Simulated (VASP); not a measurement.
**Si: electric field gradients with LDA**

Si:

```xyz
2
Lattice="0.0000 2.7155 2.6612 2.7155 0.0000 2.6612 2.7155 2.7155 0.0000" Properties=species:S:1:pos:R:3 pbc="T T T"
Si    2.7155    2.7155    2.6612
Si    4.0732    4.0732    3.9917
```

This cell differs from its parent crystal: zz strain of -2 %.

| Property | Result |
| --- | --- |
| Program | VASP 6.6.1 |
| Task | electric field gradients |
| Functional | LDA |
| Potentials or basis | VASP PAW LDA potentials, release 64 (Si) |
| Cutoff | 520 eV |
| k mesh | 12 × 12 × 12 |
| Occupations | fermi-dirac, width 0.08 eV |
| Spin | no spin polarisation |
| Dipole correction | no |
| Further INCAR settings | ALGO = Normal; EDIFF = 1e-08; NBANDS = 11 |

| Item | Value |
| --- | --- |
| Pressure | 0.4 GPa |
| Band gap on the k mesh | 0.22 eV, indirect (least direct gap 2.39 eV) |

Stress tensor (GPa, compression positive):
```
-0.18  0.00  0.00
 0.00 -0.18  0.00
 0.00  0.00  1.66
```

Levels at points of the mesh, in eV from the valence-band top:
| k point | band 2 | band 3 | band 4 | band 5 | band 6 | band 7 |
| --- | --- | --- | --- | --- | --- | --- |
| (0.00, 0.00, 0.00) | -0.14 | -0.14 | 0.00 | 2.39 | 2.47 | 2.47 |
| (0.50, 0.00, 0.00) | -7.18 | -1.40 | -1.21 | 1.39 | 3.11 | 3.29 |
| (0.50, 0.50, 0.00) | -7.89 | -3.10 | -3.10 | 0.37 | 0.37 | 10.03 |
| (0.50, 0.00, 0.50) | -8.01 | -2.94 | -2.94 | 0.53 | 0.53 | 9.99 |

It took 41 s on 1 thread of Intel(R) Xeon(R) Platinum 8375C CPU @ 2.90GHz (Ice Lake) (shared host), peak memory 0.17 GiB.

Caveat: the cell differs from its parent crystal (zz strain of -2 %); without QUAD_EFG the Cq values of the log hold for a quadrupole moment of 1 mb, not for the nuclei. A k mesh can miss the band edges.
